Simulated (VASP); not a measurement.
**TaAs: relaxation of the atoms with PBE**

Sheet: TaAs, a sheet with vacuum.

```
Ta As
1.0
     3.32586    0.00000    0.00000
     0.00000    3.32586    0.00000
     0.00000    0.00000   25.74029
Ta As
1 1
Direct
  0.00000 0.00000 0.27178
  0.50000 0.50000 0.31096
```

```yaml
Program: VASP 6.6.1
Task: relaxation of the atoms
Functional: PBE
Potentials_or_basis: VASP PAW PBE potentials, release 64 (Ta_pv, As)
Cutoff: 520 eV
k_mesh: 8 × 8 × 1
Occupations: fermi-dirac, width 0.05 eV
Spin: no spin polarisation
Dipole_correction: yes
Further_INCAR_settings: ALGO = Normal; EDIFF = 1e-06; IBRION = 2; EDIFFG = -0.01; NSW = 80
```

```
Energy gained by relaxing : 0.1 meV/atom
Ionic steps               : 3
Band gap on the k mesh    : zero (band 8 reaches -2.67 eV, above the bottom of band 9 at -3.73 eV)
```

The path:
| step | energy change (eV) | largest force (eV/Å) | pressure (GPa) |
| --- | --- | --- | --- |
| 1 | 0.0000 | 0.0430 | 0.05 |
| 2 | -0.0001 | 0.0225 | 0.02 |
| 3 | -0.0002 | 0.0004 | 0.00 |

Final structure:
```yaml
crystal:
  lattice:
    - [3.32586, 0.00000, 0.00000]
    - [0.00000, 3.32586, 0.00000]
    - [0.00000, 0.00000, 25.74029]
  atoms:
    - { symbol: Ta, position: [0.00000, 0.00000, 0.27161] }
    - { symbol: As, position: [0.50000, 0.50000, 0.31113] }
```

Levels at points of the mesh, in eV from the Fermi level:
| k point | band 4 | band 5 | band 6 | band 7 | band 8 | band 9 | band 10 | band 11 | band 12 |
| --- | --- | --- | --- | --- | --- | --- | --- | --- | --- |
| (0.00, 0.00, 0.00) | -12.27 | -4.22 | -2.21 | -0.75 | -0.75 | -0.59 | 1.77 | 3.19 | 3.83 |
| (0.50, 0.00, 0.00) | -10.53 | -5.94 | -2.09 | -1.99 | -0.39 | 0.58 | 1.41 | 1.59 | 3.78 |
| (0.50, 0.50, 0.00) | -10.27 | -4.23 | -4.23 | -1.81 | 0.47 | 1.09 | 1.09 | 3.74 | 4.17 |

Run time: 80 s on 1 thread of Intel(R) Xeon(R) Platinum 8488C (Sapphire Rapids), on a shared host, peak memory 0.44 GiB.

Caveat: spin-orbit coupling is left out, which moves the levels of the heavy elements.
